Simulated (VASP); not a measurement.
Input of a VASP 6.6.1 run:

INCAR

```
SYSTEM = Lu
PREC = Accurate ; ENCUT = 520
EDIFF = 1E-7 ; ISMEAR = 0
SIGMA = 0.05 ; LREAL = .False.
LASPH = .True. ; NELM = 60
ALGO = Normal ; ISIF = 2
LWAVE = .False. ; LCHARG = .False.
GGA = CA ; NBANDS = 18
```

File KPOINTS:

```
regular mesh
0
Gamma
  6 6 6
  0 0 0
```

POSCAR

```
Lu
1.0
    2.7454529869      0.0000000000      0.0000000000
    0.0000000000      2.7454529869      0.0000000000
    0.0000000000      0.0000000000      2.7454529869
Lu
1
Direct
    0.0000000000      0.0000000000      0.0000000000
```

Potentials or basis: VASP PAW PBE potentials, release 64 (Lu).

Command:

```console
$ cat potpaw_PBE.64/Lu/POTCAR > POTCAR
$ mpirun -np 1 vasp_std > vasp.out
```

Question: What does it give for the pressure?

Answer: 21.0 GPa.

Caveat: the k points lie up to 0.38 Å⁻¹ apart; the PAW data sets were made with another functional, which shifts forces and pressure a little.
